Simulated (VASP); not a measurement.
# C (P3_221) in VASP: further runs

Runs on C. Level: PBE. Tasks: single point, relaxation of cell and atoms.

All numbers are computed with VASP 6.6.1; they aren't measurements. Logs are shortened: lines on timing, memory, paths and dates and some standing lists are left out, and cuts for length are marked.

## (1) The cell of the first run

Symmetry: P3_221, No. 154, trigonal system. The conventional cell has a = 4.058 Å, b = 4.058 Å, c = 3.469 Å, α = 90.00°, β = 90.00°, γ = 120.00°. Within 1.9 Å of C (site symmetry 1) lie 3 C at 1.45 to 1.46 Å. Within 1.9 Å of C (site symmetry 2) lie 4 C at 1.45 to 1.47 Å.

## (2) Single point, PBE

INCAR

```
  PREC = Accurate
  ENCUT = 520
  EDIFF = 1E-6
  ISMEAR = 0
  SIGMA = 0.1
  LREAL = F
  LASPH = T
  NELM = 60
  ALGO = Normal
  ISIF = 2
  LWAVE = F
  LCHARG = T
  GGA = PE
  LELF = T
  LVHAR = T
  NBANDS = 28
```

KPOINTS

```
regular mesh
0
Gamma
  6 6 6
```

POSCAR

```
C
1.0
    4.0582492200      0.0000000000      0.0000000000
   -2.0291246100      3.5145469200      0.0000000000
    0.0000000000      0.0000000000      3.4691886300
C
9
Direct
    0.7639963300      0.2876489900      0.5976914600
    0.7123510100      0.4763473400      0.2643581200
    0.5236526600      0.2360036700      0.9310247900
    0.2876489900      0.7639963300      0.4023085400
    0.4763473400      0.7123510100      0.7356418800
    0.2360036700      0.5236526600      0.0689752100
    0.8709721100      0.0000000000      0.6666666700
    0.0000000000      0.8709721100      0.3333333300
    0.1290278900      0.1290278900      0.0000000000
```

Potentials or basis: VASP PAW PBE potentials, release 64 (C).

Launch:

```console
cat potpaw_PBE.64/C/POTCAR > POTCAR
mpirun -np 1 vasp_std > vasp.out
```

OUTCAR:

```text
PREC = Accurate
   ENCUT = 520
   EDIFF = 1E-6
   ISMEAR = 0
   LREAL = F
   LASPH = T
   NELM = 60
   ISIF = 2
   GGA = PE

 ion  position               nearest neighbor table
   1  0.764  0.288  0.598-   7 1.45   3 1.46   2 1.46
   2  0.712  0.476  0.264-   8 1.45   3 1.46   1 1.46
   3  0.524  0.236  0.931-   9 1.45   1 1.46   2 1.46
   4  0.288  0.764  0.402-   8 1.45   6 1.46   5 1.46
   5  0.476  0.712  0.736-   7 1.45   6 1.46   4 1.46
   6  0.236  0.524  0.069-   9 1.45   5 1.46   4 1.46
   7  0.871  0.000  0.667-   1 1.45   5 1.45   9 1.47   8 1.47
   8  0.000  0.871  0.333-   4 1.45   2 1.45   9 1.47   7 1.47
   9  0.129  0.129  0.000-   3 1.45   6 1.45   7 1.47   8 1.47

  LATTYP: Found a hexagonal cell.
 ALAT       =     4.0582492200
 C/A-ratio  =     0.8548485916

  Lattice vectors:

 A1 = (   4.0582492200,   0.0000000000,   0.0000000000)
 A2 = (  -2.0291246100,   3.5145469200,   0.0000000000)
 A3 = (   0.0000000000,   0.0000000000,   3.4691886300)

Analysis of symmetry for initial positions (statically):
=====================================================================
 Subroutine PRICEL returns:
 Original cell was already a primitive cell.

 Routine SETGRP: Setting up the symmetry group for a
 hexagonal supercell.

 Subroutine GETGRP returns: Found  6 space group operations
 (whereof  2 operations were pure point group operations)
 out of a pool of 24 trial point group operations.

The static configuration has the point symmetry C_2 .
 The point group associated with its full space group is D_3 .

Analysis of symmetry for dynamics (positions and initial velocities):
=====================================================================
 Subroutine PRICEL returns:
 Original cell was already a primitive cell.

 Routine SETGRP: Setting up the symmetry group for a
 hexagonal supercell.

 Subroutine GETGRP returns: Found  6 space group operations
 (whereof  2 operations were pure point group operations)
 out of a pool of 24 trial point group operations.

The dynamic configuration has the point symmetry C_2 .
 The point group associated with its full space group is D_3 .

 Subroutine INISYM returns: Found  6 space group operations
 (whereof  2 operations are pure point group operations),
 and found     1 'primitive' translations

----------------------------------------------------------------------------------------

                                     Primitive cell

  volume of cell :      49.4807

  direct lattice vectors                    reciprocal lattice vectors
     4.058249220  0.000000000  0.000000000     0.246411678  0.142265849  0.000000000
    -2.029124610  3.514546920  0.000000000     0.000000000  0.284531697  0.000000000
     0.000000000  0.000000000  3.469188630     0.000000000  0.000000000  0.288251838

  length of vectors
     4.058249220  4.058249221  3.469188630     0.284531697  0.284531697  0.288251838

  position of ions in fractional coordinates (direct lattice)
     0.763996330  0.287648990  0.597691460
     0.712351010  0.476347340  0.264358120
     0.523652660  0.236003670  0.931024790
     0.287648990  0.763996330  0.402308540
     0.476347340  0.712351010  0.735641880
     0.236003670  0.523652660  0.068975210
     0.870972110  0.000000000  0.666666670
     0.000000000  0.870972110  0.333333330
     0.129027890  0.129027890  0.000000000

  ion indices of the primitive-cell ions
   primitive index   ion index
                 1           1
                 2           2
                 3           3
                 4           4
                 5           5
                 6           6
                 7           7
                 8           8
                 9           9

----------------------------------------------------------------------------------------

 KPOINTS: regular mesh

Automatic generation of k-mesh.
 Grid dimensions read from file:
 generate k-points for:    6    6    6

 Generating k-lattice:

  Cartesian coordinates                     Fractional coordinates (reciprocal lattice)
     0.041068613  0.023710975  0.000000000     0.166666667  0.000000000  0.000000000
     0.000000000  0.047421950  0.000000000     0.000000000  0.166666667  0.000000000
     0.000000000  0.000000000  0.048041973     0.000000000  0.000000000  0.166666667

  Length of vectors
     0.047421950  0.047421950  0.048041973

  Shift w.r.t. Gamma in fractional coordinates (k-lattice)
     0.000000000  0.000000000  0.000000000

 Subroutine IBZKPT returns following result:
 ===========================================

 Found     34 irreducible k-points:

 Following reciprocal coordinates:
            Coordinates               Weight
  0.000000  0.000000  0.000000      1.000000
  0.166667  0.000000  0.000000      6.000000
  0.333333  0.000000  0.000000      6.000000
  0.500000  0.000000  0.000000      3.000000
  0.166667  0.166667  0.000000      6.000000
  0.333333  0.166667  0.000000     12.000000
[... 16 lines left out ...]
  0.500000  0.000000  0.333333      6.000000
  0.166667  0.166667  0.333333     12.000000
 [... further k-points ...]
   k-points           NKPTS =     34   k-points in BZ     NKDIM =     34   number of bands    NBANDS=     28
   number of dos      NEDOS =    301   number of ions     NIONS =      9
   total plane-waves  NPLWV =  25200
   dimension x,y,z NGX =    30 NGY =   30 NGZ =   28
   dimension x,y,z NGXF=    60 NGYF=   60 NGZF=   56
   ions per type =               9
   NGX,Y,Z   is equivalent  to a cutoff of  12.29, 12.29, 13.42 a.u.
   NGXF,Y,Z  is equivalent  to a cutoff of  24.58, 24.58, 26.84 a.u.
 SYSTEM =  unknown system
   PREC   = accura    normal or accurate (medium, high low for compatibility)
   ISTART =      0    job   : 0-new  1-cont  2-samecut
   ICHARG =      2    charge: 1-file 2-atom 10-const
   ISPIN  =      1    spin polarized calculation?
   LNONCOLLINEAR =      F non collinear calculations
   LSORBIT =      F    spin-orbit coupling
   LASPH  =      T    aspherical Exc in radial PAW
   ENCUT  =  520.0 eV  38.22 Ry    6.18 a.u.   7.55  7.55  6.45*2*pi/ulx,y,z
   NELM   =     60;   NELMIN=  2; NELMDL= -5     # of ELM steps
   EDIFF  = 0.1E-05   stopping-criterion for ELM
   LREAL  =      F    real-space projection
   EDIFFG = 0.1E-04   stopping-criterion for IOM
   NSW    =      0    number of steps for IOM
   IBRION =     -1    ionic relax: 0-MD 1-quasi-New 2-CG
   NFREE  =      0    steps in history (QN), initial steepest desc. (CG)
   ISIF   =      2    stress and relaxation
   ISYM   =      2    0-nonsym 1-usesym 2-fastsym
   POTIM  = 0.5000    time-step for ionic-motion
   TEBEG  =    0.0;   TEEND  =   0.0 temperature during run
   PSTRESS=    0.0 pullay stress
   NELECT =      36.0000    total number of electrons
   NUPDOWN=      -1.0000    fix difference up-down
   EMIN   =  10.00;   EMAX   =-10.00  energy-range for DOS
   EFERMI =   0.00;   METHOD = LEGACY
   ISMEAR =     0;   SIGMA  =   0.10  broadening in eV -4-tet -1-fermi 0-gaus
   EFERMI_NEDOS =   21; number of points for ismear=-14 and -15
   IALGO  =     38    algorithm
   IMIX   =      4    mixing-type and parameters
     AMIX     =   0.40;   BMIX     =  1.00
     AMIX_MAG =   1.60;   BMIX_MAG =  1.00
  volume/ion in A,a.u.               =       5.50        37.10
  Fermi-wavevector in a.u.,A,eV,Ry     =   1.472415  2.782462 29.497526  2.168007
  Thomas-Fermi vector in A             =   2.587433
   LORBIT       =      0    0 simple, 1 ext, 2 COOP (PROOUT), +10 PAW based schemes
   GGA     = PE    functional components
   LHFCALC =     F    Hartree Fock is set to
   AEXX    =    0.0000 exact exchange contribution
   IVDW    =     0    specifies the selected vdW correction
   LEPSILON=     F    determine dielectric tensor
   LRPA    =     F    only Hartree local field effects (RPA)
 non-spin polarized calculation
 Gauss-broadening in eV      SIGMA  =   0.10
  energy-cutoff  :      520.00
  volume of cell :       49.48
 maximum number of plane-waves:      1351
   NGX = 15   NGY = 15   NGZ = 13

 number of electron      36.0000000 magnetization

 Free energy of the ion-electron system (eV)
  ---------------------------------------------------
  ext. energy  EPLUGINS =         0.00000000
  ---------------------------------------------------
  free energy    TOTEN  =       -68.50715999 eV

  energy without entropy =      -68.50101910  energy(sigma->0) =      -68.50408955

 E-fermi :  11.1113     XC(G=0): -13.4102

 val. band max:       11.0604484125   @ k =   0.3333   0.1667   0.3333
 cond. band min:      11.1853764785   @ k =   0.3333   0.0000   0.1667
 fundamental gap:      0.1249280659
 Fermi energy:        11.1113239970

 k-point     1 :       0.0000    0.0000    0.0000
  band No.  band energies     occupation
      1     -12.2668      2.00000
      2      -5.4482      2.00000
      3      -5.4482      2.00000
      4      -4.2689      2.00000
      5      -4.2182      2.00000
      6      -1.5930      2.00000
[... 20 lines left out ...]
     27      21.9396      0.00000
     28      23.8749      0.00000

 k-point     2 :       0.1667    0.0000    0.0000
  band No.  band energies     occupation
      1     -12.0138      2.00000
      2      -6.5400      2.00000
      3      -5.8421      2.00000
      4      -4.5490      2.00000
      5      -3.6665      2.00000
      6      -1.3838      2.00000
[... 20 lines left out ...]
     27      22.2704      0.00000
     28      23.0566      0.00000

 k-point     3 :       0.3333    0.0000    0.0000
  band No.  band energies     occupation
      1     -11.2620      2.00000
      2      -8.3816      2.00000
      3      -6.2971      2.00000
      4      -4.9839      2.00000
      5      -2.5307      2.00000
      6      -1.0393      2.00000
[... 616 lines left out ...]
      3      -6.9868      2.00000
      4      -5.1837      2.00000
      5      -4.3629      2.00000
      6      -2.2666      2.00000
[... 20 lines left out ...]
     27      20.9238      0.00000
     28      22.0790      0.00000

 k-point    24 :       0.1667    0.1667    0.3333
  band No.  band energies     occupation
      1     -10.5514      2.00000
      2      -8.1757      2.00000
      3      -6.4647      2.00000
      4      -4.9730      2.00000
      5      -3.1804      2.00000
      6      -2.5936      2.00000
[... 20 lines left out ...]
     27      21.1973      0.00000
     28      22.0279      0.00000

 [... further k-points ...]

------------------------ aborting loop because EDIFF is reached ----------------------------------------

  FORCE on cell =-STRESS in cart. coord.  units (eV):
  Direction    XX          YY          ZZ          XY          YZ          ZX
  --------------------------------------------------------------------------------------
  -------------------------------------------------------------------------------------
  Total       23.1662616     23.1662616     21.5416168     -0.0000000      0.0000000      0.0000000
  in kB      750.1196890    750.1196893    697.5139612     -0.0000000      0.0000000      0.0000000
  external PRESSURE =     732.5844465 kB  Pullay stress =       0.0000000 kB

 VOLUME and BASIS-vectors are now :
 -----------------------------------------------------------------------------
  energy-cutoff  :      520.00
  volume of cell :       49.48
      direct lattice vectors                 reciprocal lattice vectors
     4.058249220  0.000000000  0.000000000     0.246411678  0.142265849  0.000000000
    -2.029124610  3.514546920  0.000000000     0.000000000  0.284531697  0.000000000
     0.000000000  0.000000000  3.469188630     0.000000000  0.000000000  0.288251838

 POSITION                                       TOTAL-FORCE (eV/Angst)
 -----------------------------------------------------------------------------------
      2.51681      1.01096      2.07350        -2.252644     -0.548861     -0.427640
      1.92433      1.67415      0.91711         1.601649     -1.676417     -0.427640
      1.64623      0.82945      3.22990         0.650995      2.225278     -0.427640
     -0.38289      2.68510      1.39568         0.650995     -2.225278      0.427640
      0.48769      2.50359      2.55208        -2.252644      0.548861      0.427640
     -0.10479      1.84040      0.23929         1.601649      1.676417      0.427640
      3.53462      0.00000      2.31279         0.274190      0.000000     -0.000000
     -1.76731      3.06107      1.15640        -0.137095      0.237456     -0.000000
      0.26181      0.45347      0.00000        -0.137095     -0.237456     -0.000000
 -----------------------------------------------------------------------------------
    total drift:                               -0.000006      0.000003      0.000000

  FREE ENERGIE OF THE ION-ELECTRON SYSTEM (eV)
  ---------------------------------------------------
  free  energy   TOTEN  =       -68.5071599931 eV

  energy  without entropy=      -68.5010191007  energy(sigma->0) =      -68.50408955
```

It took 22 s on 1 thread of Intel Xeon 6975P-C (Granite Rapids), shared host; peak memory 0.16 GiB.

Results:

| Item | Value |
| --- | --- |
| Free energy | -68.5072 eV |
| Pressure | 73.3 GPa |
| Largest force | 2.358 eV/Å |
| Band gap on the k mesh | zero (band 18 reaches 11.25 eV, above the bottom of band 19 at 10.96 eV) |

Forces in eV/Å, atoms in the order of the input:
```
C   -2.253 -0.549 -0.428
C    1.602 -1.676 -0.428
C    0.651  2.225 -0.428
C    0.651 -2.225  0.428
C   -2.253  0.549  0.428
C    1.602  1.676  0.428
C    0.274  0.000  0.000
C   -0.137  0.237  0.000
C   -0.137 -0.237  0.000
```

Caveat: forces of over 1 eV/Å act on the atoms, so gaps and moduli don't describe the material at rest.

## (3) Single point, PBE

This run uses another cell than the first one, of 6.42 Å³/atom, 1.168 times its volume.

INCAR

```
PREC     = Accurate       # precision mode
ENCUT    = 520            # plane-wave cutoff, eV
EDIFF    = 1E-7           # SCF threshold, eV
ISMEAR   = 0              # smearing method
SIGMA    = 0.1            # smearing width, eV
LREAL    = F              # projectors in reciprocal space
LASPH    = T              # aspherical terms in the spheres
NELM     = 60             # most SCF steps
ALGO     = Normal         # electronic algorithm
ISIF     = 2              # what is computed and relaxed
LWAVE    = F              # write WAVECAR
LCHARG   = F              # write CHGCAR
GGA      = PE             # functional
NBANDS   = 28             # bands
```

KPOINTS is that of step 2.

POSCAR

```
C
1.0
    4.2873070770      0.0000000000      0.0000000000
   -2.1436535385      3.7129168425      0.0000000000
    0.0000000000      0.0000000000      3.6305120249
C
9
Direct
    0.7221038800      0.2546993564      0.5526911537
    0.7453006436      0.4674045235      0.2193578204
    0.5325954765      0.2778961200      0.8860244870
    0.2546993564      0.7221038800      0.4473088463
    0.4674045235      0.7453006436      0.7806421796
    0.2778961200      0.5325954765      0.1139755130
    0.8557462434      0.0000000000      0.6666666667
    0.0000000000      0.8557462434      0.3333333333
    0.1442537566      0.1442537566      0.0000000000
```

Potentials or basis: VASP PAW PBE potentials, release 64 (C).

Launch:

```console
cat potpaw_PBE.64/C/POTCAR > POTCAR
mpirun -np 1 vasp_std > vasp.out
```

Run time: 22 s. Hardware: 1 thread of Intel Xeon 6975P-C (Granite Rapids), shared host; peak memory 0.17 GiB.

The run converged. Its results:

```
Free energy            : -71.6543 eV
Pressure               : 0.6 GPa
Largest force          : 0.031 eV/Å
Band gap on the k mesh : zero (band 18 reaches 9.26 eV, above the bottom of band 19 at 8.60 eV)
```

Forces on the atoms (eV/Å):
```
C    0.003  0.000 -0.009
C   -0.001  0.003 -0.009
C   -0.002 -0.003 -0.009
C   -0.002  0.003  0.009
C    0.003  0.000  0.009
C   -0.001 -0.003  0.009
C    0.031  0.000  0.000
C   -0.015  0.027  0.000
C   -0.015 -0.027  0.000
```

Stress tensor (GPa, compression positive):
```
0.67 0.00 0.00
0.00 0.67 0.00
0.00 0.00 0.51
```

Levels at points of the mesh, in eV from the Fermi level:
| k point | band 16 | band 17 | band 18 | band 19 | band 20 | band 21 |
| --- | --- | --- | --- | --- | --- | --- |
| (0.00, 0.00, 0.00) | -3.30 | -3.30 | -2.02 | 2.30 | 2.55 | 2.55 |
| (0.50, 0.00, 0.00) | -4.25 | -1.57 | -1.24 | 0.54 | 0.86 | 2.86 |
| (0.00, 0.00, 0.50) | -2.32 | -0.11 | -0.11 | 3.40 | 3.85 | 3.85 |
| (0.50, 0.00, 0.50) | -2.21 | -1.06 | -0.25 | -0.02 | 1.13 | 3.66 |

## (4) Single point, PBE

This run uses another cell than the first one, of 6.42 Å³/atom, 1.168 times its volume.

INCAR

```
PREC = Accurate ; ENCUT = 520
EDIFF = 1E-6 ; ISMEAR = 0
SIGMA = 0.2 ; LREAL = F
LASPH = T ; NELM = 100
ALGO = Normal ; ISIF = 2
LWAVE = F ; LCHARG = F
GGA = PE ; NBANDS = 28
```

KPOINTS is that of step 3.

POSCAR

```
C
1.0
    0.0000000000      0.0000000000      3.6266998704
    4.2899234060      0.0000000000      0.0000000000
   -2.1449617030      3.7151826499      0.0000000000
C
9
Direct
    0.5523245429      0.7223564190      0.2547732887
    0.2189912096      0.7452267113      0.4675831302
    0.8856578762      0.5324168698      0.2776435810
    0.4476754571      0.2547732887      0.7223564190
    0.7810087904      0.4675831302      0.7452267113
    0.1143421238      0.2776435810      0.5324168698
    0.6666666667      0.8558998710      0.0000000000
    0.3333333333      0.0000000000      0.8558998710
    1.0000000000      0.1441001290      0.1441001290
```

Launch:

```console
cat potpaw_PBE.64/C/POTCAR > POTCAR
mpirun -np 1 vasp_std > vasp.out
```

Wall time 19 s (1 thread of Intel Xeon 6975P-C (Granite Rapids), shared host); peak memory 0.17 GiB.

The run converged. Its results:

```yaml
Free_energy: -71.6628 eV
Pressure: 0.5 GPa
Largest_force: 0.023 eV/Å
Band_gap_on_the_k_mesh: zero (band 18 reaches 9.25 eV, above the bottom of band 19 at 8.59 eV)
```

Forces in eV/Å, atoms in the order of the input:
```
C   -0.022  0.005 -0.004
C    0.007 -0.022 -0.004
C    0.015  0.017 -0.004
C    0.015 -0.017  0.004
C   -0.022 -0.005  0.004
C    0.007  0.022  0.004
C    0.000  0.000  0.000
C    0.000  0.000  0.000
C    0.000  0.000  0.000
```

Stress tensor (GPa, compression positive):
```
0.36 0.00 0.00
0.00 0.36 0.00
0.00 0.00 0.78
```

Levels at points of the mesh, in eV from the Fermi level:
| k point | band 14 | band 15 | band 16 | band 17 | band 18 | band 19 | band 20 | band 21 | band 22 | band 23 |
| --- | --- | --- | --- | --- | --- | --- | --- | --- | --- | --- |
| (0.00, 0.00, 0.00) | -5.89 | -4.82 | -3.27 | -3.27 | -1.98 | 2.34 | 2.59 | 2.59 | 3.95 | 3.95 |
| (0.50, 0.00, 0.00) | -7.35 | -2.84 | -2.26 | -0.09 | -0.09 | 3.45 | 3.88 | 3.88 | 4.93 | 7.90 |
| (0.00, 0.50, 0.00) | -5.60 | -4.98 | -4.22 | -1.53 | -1.21 | 0.57 | 0.89 | 2.90 | 5.65 | 6.34 |
| (0.50, 0.50, 0.00) | -5.10 | -4.22 | -2.17 | -1.03 | -0.23 | 0.02 | 1.16 | 3.69 | 5.53 | 6.85 |

(Part 1 of 2 ends here.)
